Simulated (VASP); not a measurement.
Input of a VASP 6.6.1 run:

POSCAR

```
MgO
1.0
    0.5123987481      2.3870283144      2.3870283144
    2.3870283144      0.5123987481      2.3870283144
    2.3870283144      2.3870283144      0.5123987481
Mg O
1 1
Direct
    0.0000000000      0.0000000000      0.0000000000
    0.5000000000      0.5000000000      0.5000000000
```

The input INCAR.step1:

```
PREC = Accurate ; ENCUT = 920
ISMEAR = 0 ; SIGMA = 0.05
LREAL = F ; LASPH = T
NELM = 120 ; NBANDS = 15
GGA = PE ; ALGO = Normal
EDIFF = 1E-5 ; LWAVE = T
LCHARG = F ; GGA_COMPAT = F
```

The input INCAR.step2:

```
PREC = Accurate ; ENCUT = 920
EDIFF = 1E-6 ; ISMEAR = 0
SIGMA = 0.05 ; LREAL = F
LASPH = T ; NELM = 120
ALGO = Normal ; ISIF = 2
LWAVE = F ; LCHARG = F
METAGGA = R2SCAN ; LMIXTAU = T
NBANDS = 15 ; ISTART = 1
GGA_COMPAT = F
```

Contents of KPOINTS:

```
regular mesh
0
Gamma
  10 10 10
```

Potentials or basis: VASP PAW PBE potentials, release 64 (Mg_sv, O).

Command:

```bash
$ cat potpaw_PBE.64/Mg_sv/POTCAR potpaw_PBE.64/O/POTCAR > POTCAR
$ cp INCAR.step1 INCAR
$ mpirun -np 1 vasp_std > vasp.out
$ cp INCAR.step2 INCAR
$ mpirun -np 1 vasp_std > vasp.out
```

Estimate the band gap on the k mesh.

1.22 eV.

Estimate the pressure.

4.8 GPa.

Stress tensor (GPa, compression positive):
```
  4.85 -51.22 -51.22
-51.22   4.85 -51.22
-51.22 -51.22   4.85
```

Caveat: the cell stands under pressure; the PAW data sets were made with another functional, which shifts forces and pressure a little.
